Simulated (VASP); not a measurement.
Wanted: the native input for a VASP 6.6.1 run.

* Task: single point
* Functional: PBEsol
* Potentials or basis: VASP PAW PBE potentials, release 64 (Sc_sv)
* Cutoff: 520 eV
* k mesh: 7 × 7 × 7
* Occupations: gaussian, width 0.05 eV
* Spin: no spin polarisation
* Dipole correction: no
* Further INCAR settings: ALGO = Normal; EDIFF = 1e-06; NBANDS = 18

The structure of Sc lies in POSCAR:

```
Sc
1.0
    3.6280889395      0.0000000000      0.0000000000
    0.0000000000      3.6280889395      0.0000000000
    0.0000000000      0.0000000000      3.6280889395
Sc
2
Direct
    0.0000000000      0.0000000000      0.0000000000
    0.5000000000      0.5000000000      0.5000000000
```

These files were run (other wordings do the same):

INCAR

```
  PREC = Accurate
  ENCUT = 520
  EDIFF = 1E-6
  ISMEAR = 0
  SIGMA = 0.05
  LREAL = F
  LASPH = T
  NELM = 80
  ALGO = Normal
  ISIF = 2
  LWAVE = F
  LCHARG = T
  GGA = PS
  LELF = T
  LVHAR = T
  NBANDS = 18
```

KPOINTS

```
Automatic mesh
0
Gamma
  7 7 7
```

Potentials or basis: VASP PAW PBE potentials, release 64 (Sc_sv).

Run with:

```bash
$ cat potpaw_PBE.64/Sc_sv/POTCAR > POTCAR
$ mpirun -np 1 vasp_std > vasp.out
```

Results of the run:

- Pressure: 0.0 GPa
- Band gap on the k mesh: zero (band 11 reaches 4.19 eV, above the bottom of band 12 at 3.67 eV)

Caveat: the PAW data sets were made with another functional, which shifts forces and pressure a little.

It took 14 s on 1 thread of Intel Xeon 6975P-C (shared host), peak memory 0.16 GiB.
